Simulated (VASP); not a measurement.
# S (Im-3m) in VASP: notebook, part 2 of 2

VASP 6.6.1. Earlier steps stand in the parts before.

### Step 4. Relaxation of cell and atoms, PBE, target pressure 20 GPa, at which the enthalpy is minimised

Contents of INCAR:

```
SYSTEM = S
ALGO = Normal ; EDIFF = 1E-7
EDIFFG = -0.03 ; ENCUT = 500
GGA = PE ; GGA_COMPAT = .False.
IBRION = 2 ; ISIF = 3
ISMEAR = 0 ; LASPH = .True.
LCHARG = .False. ; LREAL = .False.
LWAVE = .False. ; NELM = 120
NELMIN = 4 ; NSW = 80
PREC = Accurate ; PSTRESS = 200.0
SIGMA = 0.1
```

Contents of KPOINTS:

```
k-points
0
Gamma
  18 18 18
  0 0 0
```

Contents of POSCAR:

```
S
1.0
   -1.6650000000      1.6650000000      1.6650000000
    1.6650000000     -1.6650000000      1.6650000000
    1.6650000000      1.6650000000     -1.6650000000
S
1
Direct
    0.0000000000      0.0000000000      0.0000000000
```

Potentials or basis: VASP PAW PBE potentials, release 64 (S).

Started as:

```bash
> cat potpaw_PBE.64/S/POTCAR > POTCAR
> mpirun -np 1 vasp_std > vasp.out
```

OUTCAR:

```text
SYSTEM = S
   EDIFF = 1E-7
   EDIFFG = -0.03
   ENCUT = 500
   GGA = PE
   IBRION = 2
   ISIF = 3
   ISMEAR = 0
   LASPH = .True.
   LREAL = .False.
   NELM = 120
   NELMIN = 4
   NSW = 80
   PREC = Accurate
   PSTRESS = 200.0

 ion  position               nearest neighbor table
   1  0.000  0.000  0.000-

  LATTYP: Found a body centered cubic cell.
 ALAT       =     3.3300000000

  Lattice vectors:

 A1 = (  -1.6650000000,   1.6650000000,   1.6650000000)
 A2 = (   1.6650000000,  -1.6650000000,   1.6650000000)
 A3 = (   1.6650000000,   1.6650000000,  -1.6650000000)

Analysis of symmetry for initial positions (statically):
=====================================================================
 Subroutine PRICEL returns:
 Original cell was already a primitive cell.

 Routine SETGRP: Setting up the symmetry group for a
 body centered cubic supercell.

 Subroutine GETGRP returns: Found 48 space group operations
 (whereof 48 operations were pure point group operations)
 out of a pool of 48 trial point group operations.

The static configuration has the point symmetry O_h .

Analysis of symmetry for dynamics (positions and initial velocities):
=====================================================================
 Subroutine PRICEL returns:
 Original cell was already a primitive cell.

[... 135 lines left out ...]
   LRPA    =     F    only Hartree local field effects (RPA)
 conjugate gradient relaxation of ions
 non-spin polarized calculation
 Gauss-broadening in eV      SIGMA  =   0.10
  energy-cutoff  :      500.00
  volume of cell :       18.46
 maximum number of plane-waves:       480
 NGX is ok and might be reduce to    24
   NGX = 11   NGY = 11   NGZ = 11

--------------------------------------- Ionic step        1  -------------------------------------------

 number of electron       6.0000001 magnetization

 Free energy of the ion-electron system (eV)
  ---------------------------------------------------
  ext. energy  EPLUGINS =         0.00000000
  ---------------------------------------------------
  free energy    TOTEN  =        -2.91482900 eV

  energy without entropy =       -2.91130494  energy(sigma->0) =       -2.91306697

 E-fermi :   5.4789     XC(G=0): -10.4342

 val. band max:        5.4641427974   @ k =  -0.3889   0.3889   0.0556
 cond. band min:       5.4843767878   @ k =   0.3889   0.1111   0.1111
 fundamental gap:      0.0202339903
 Fermi energy:         5.4788616544

 k-point     1 :       0.0000    0.0000    0.0000
  band No.  band energies     occupation
      1      -9.9277      2.00000
      2       7.8197      0.00000
      3       7.8197      0.00000
      4       7.8197      0.00000
      5      17.6462      0.00000
      6      17.6465      0.00000
      7      17.6465      0.00000
[... 340 lines left out ...]
--------------------------------------- Ionic step        4  -------------------------------------------

 number of electron       5.9999999 magnetization

 Free energy of the ion-electron system (eV)
  ---------------------------------------------------
  ext. energy  EPLUGINS =         0.00000000
  ---------------------------------------------------
  free energy    TOTEN  =        -2.87922419 eV

  energy without entropy =       -2.87668948  energy(sigma->0) =       -2.87795683

 E-fermi :  10.3310     XC(G=0): -12.0050

 val. band max:       10.3122538874   @ k =   0.3889   0.0556   0.0000
 cond. band min:      10.3683060622   @ k =   0.2778   0.0556   0.0556
 fundamental gap:      0.0560521749
 Fermi energy:        10.3309584290

 k-point     1 :       0.0000    0.0000    0.0000
  band No.  band energies     occupation
      1      -8.4526      2.00000
      2      14.4314      0.00000
      3      14.4314      0.00000
      4      14.4314      0.00000
      5      22.6825      0.00000
      6      22.6825      0.00000
      7      22.6825      0.00000
[... 262 lines left out ...]
  energy  without entropy=       -2.8766894750  energy(sigma->0) =       -2.87795683

  enthalpy is  TOTEN    =        -1.2171742754 eV   P V=        1.6620499169

 reached required accuracy - stopping structural energy minimisation
```

OSZICAR:

```text
N       E                     dE             d eps       ncg     rms          rms(c)
DAV:   1     0.920030607724E+01    0.92003E+01   -0.27830E+03  2765   0.685E+02
DAV:   2    -0.270068970042E+01   -0.11901E+02   -0.11563E+02  3878   0.817E+01
[... 32 lines left out ...]
       N       E                     dE             d eps       ncg     rms          rms(c)
DAV:   1    -0.287979351825E+01    0.10346E-01   -0.19090E-02  2744   0.995E-01    0.211E-01
DAV:   2    -0.287937081079E+01    0.42271E-03   -0.45345E-04  3185   0.189E-01    0.117E-01
DAV:   3    -0.287922102252E+01    0.14979E-03   -0.42385E-04  2814   0.138E-01    0.418E-02
DAV:   4    -0.287922351084E+01   -0.24883E-05   -0.16816E-06  4039   0.135E-02    0.102E-02
DAV:   5    -0.287922412507E+01   -0.61423E-06   -0.66676E-08  2191   0.221E-03    0.204E-03
DAV:   6    -0.287922419227E+01   -0.67203E-07   -0.29475E-09  1638   0.579E-04
   4 F= -.12171743E+01 E0= -.12159069E+01  d E =-.607086E+00
```

CONTCAR:

```text
S
   1.00000000000000
    -1.4930976758886554    1.4930976758886554    1.4930976758886554
     1.4930976758886554   -1.4930976758886554    1.4930976758886554
     1.4930976758886554    1.4930976758886554   -1.4930976758886554
  S
     1
Direct
     1.0000000000000000    0.0000000000000000    0.0000000000000000

  0.00000000E+00  0.00000000E+00  0.00000000E+00
```

It took 26 s on 1 thread of Intel Xeon Platinum 8488C (Sapphire Rapids), shared host; peak memory 0.15 GiB.

What came out:

| Property | Result |
| --- | --- |
| Free energy | -2.8792 eV |
| Relaxed volume | 13.31 Å³/atom |
| Relaxed cell | a = 2.586 Å, b = 2.586 Å, c = 2.586 Å, α = 109.47°, β = 109.47°, γ = 109.47° |
| Space group after relaxing (to 0.1 Å) | Im-3m (No. 229) |
| Energy change on relaxing (the run minimises the enthalpy) | +35.6 meV/atom |
| Ionic steps | 4 |
| Pressure after relaxing | 19.9 GPa |
| Band gap on the k mesh | zero (bands 3 and 4 overlap by 8.62 eV) |

Step by step:
| step | energy change (eV) | largest force (eV/Å) | pressure (GPa) | volume (Å³) |
| --- | --- | --- | --- | --- |
| 1 | 0.0000 | 0.0000 | -9.51 | 18.46 |
| 2 | 0.6786 | 0.0000 | 68.76 | 10.78 |
| 3 | 0.0247 | 0.0000 | 18.82 | 13.40 |
| 4 | 0.0356 | 0.0000 | 19.90 | 13.31 |

Final structure:
```xyz
1
Lattice="-1.4931 1.4931 1.4931 1.4931 -1.4931 1.4931 1.4931 1.4931 -1.4931" Properties=species:S:1:pos:R:3 pbc="T T T"
S    -1.4931    1.4931    1.4931
```

Caveat: the cell is relaxed towards a set pressure, so the run minimises the enthalpy, not the energy; the volume moved by over 15 % at a fixed basis, so the end points are rough.

### Step 5. The runs side by side

| cell | gap on the mesh (eV) | pressure (GPa) |
| --- | --- | --- |
| relaxed to 5 GPa | none | 5.1 |
| relaxed to 10 GPa | none | 10.0 |
| relaxed to 20 GPa | none | 19.9 |

Alike in all rows: task relaxation of cell and atoms; level PBE; potentials or basis VASP PAW PBE potentials, release 64 (S); no spin polarisation; k mesh 18 × 18 × 18; cutoff (eV) 500; smearing gaussian 0.1 eV.

Caveats: the cell is relaxed towards a set pressure, so the run minimises the enthalpy, not the energy; the volume moved by over 15 % at a fixed basis, so the end points are rough.

Absolute energies hang on the potentials; compare differences alone.

The gap in the log of VASP goes by the Fermi energy; the results here count the filled bands.